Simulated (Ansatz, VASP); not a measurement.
# BaTiO3 in VASP and in Ansatz

```
Ba Ti O
1.0
     3.97275    0.00000    0.00000
     0.00000    3.97275    0.00000
     0.00000    0.00000    4.11141
Ba Ti O
1 1 3
Direct
  0.50000 0.50000 0.58497
  0.00000 0.00000 0.10308
  0.00000 0.50000 0.06296
  0.50000 0.00000 0.06296
  0.00000 0.00000 0.54603
```

Alike in both runs: task single point; functional r2SCAN; k mesh 8 × 8 × 8; occupations gaussian, width 0.02 eV; no spin polarisation.

|  | VASP | Ansatz |
| --- | --- | --- |
| version | VASP 6.6.1 | Ansatz 0.2.0 |
| potentials or method | VASP PAW PBE potentials, release 64 (Ba_sv, Ti_sv, O), cutoff 520 eV | scalar-relativistic, plane waves, PAW |
| valence electrons in the cell | 40 | 40 |

|  | VASP | Ansatz | Ansatz less VASP |
| --- | --- | --- | --- |
| gap on the k mesh at the Fermi level (eV) | 2.21 | 2.23 | +0.018 |
| least direct gap on the mesh (eV) | 2.71 | 2.70 | -0.011 |
| pressure (GPa) | 1.9 | 0.0 | -1.93 |
| traceless stress, the component that is largest in VASP (GPa) | 0.16 | 0.05 | -0.111 |
| rms of the force components (eV/Å) | 0.062 | 0.002 | -0.0604 |

VASP's potentials were made for PBE, not for r2SCAN. Atom by atom the forces differ by 0.060 eV/Å (rms over components). With one functional, cell and mesh, what is left measures potentials, basis and numerics.

Neither program's run includes spin-orbit coupling.
